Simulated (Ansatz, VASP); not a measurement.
One calculation of Tl, two programs

The input INCAR:

```
ALGO = Normal
EDIFF = 1E-6
ENCUT = 520
GGA = PS
ISIF = 2
ISMEAR = -1
LASPH = T
LCHARG = F
LREAL = F
LWAVE = F
NBANDS = 20
NELM = 60
PREC = Accurate
SIGMA = 0.1
```

The input KPOINTS:

```
k-points
0
Gamma
  17 17 10
```

POSCAR

```
Tl
1.0
    3.4594693797      0.0000000000      0.0000000000
   -1.7297346899      2.9959883665      0.0000000000
    0.0000000000      0.0000000000      5.5177419322
Tl
2
Direct
    0.3333333333      0.6666666667      0.2500000000
    0.6666666667      0.3333333333      0.7500000000
```

Input for Ansatz:

```yaml
crystal:
  lattice:
    - [3.4594693887, 0.0, 0.0]
    - [-1.7297346944, 2.9959883742, 0.0]
    - [0.0, 0.0, 5.5177419216]
  atoms:
    - { symbol: Tl, position: [0.3333333333, 0.6666666667, 0.25] }
    - { symbol: Tl, position: [0.6666666667, 0.3333333333, 0.75] }
hamiltonian:
  xc: pbesol
  pseudopotentials:
    kind: paw
    azcp:
      Tl: "pseudopotentials/Tl.paw.azcp"
basis:
  ecutwfc: 420
  fft_grid_basis: typed
kpoints:
  mp_grid: { grid: [17, 17, 10], shift: [0, 0, 0] }
magnetization:
  spin_polarized: false
scf:
  occupations: { method: fermi_dirac, width: 0.1 }
output:
  stress: true
```

Alike in both runs: task single point; functional PBEsol; k mesh 17 × 17 × 10; occupations fermi-dirac, width 0.1 eV; no spin polarisation.

|  | VASP | Ansatz |
| --- | --- | --- |
| version | VASP 6.6.1 | Ansatz 0.2.0 |
| potentials or method | VASP PAW PBE potentials, release 64 (Tl_d), cutoff 520 eV | plane waves (420 eV) with PAW, scalar-relativistic |
| valence electrons in the cell | 26 | 26 |

Ansatz gave:

- pressure (GPa): 0.0
- traceless stress, the component that is largest in VASP (GPa): -0.13

Task: What did VASP give for the same quantities?

Result: Pressure (GPa): -0.1; traceless stress, the component that is largest in VASP (GPa): -0.14.

VASP's potentials were made for PBE, not for PBEsol, and Ansatz warns of the same on its side. With one functional, cell and mesh, what is left measures potentials, basis and numerics.

Neither program's run includes spin-orbit coupling.
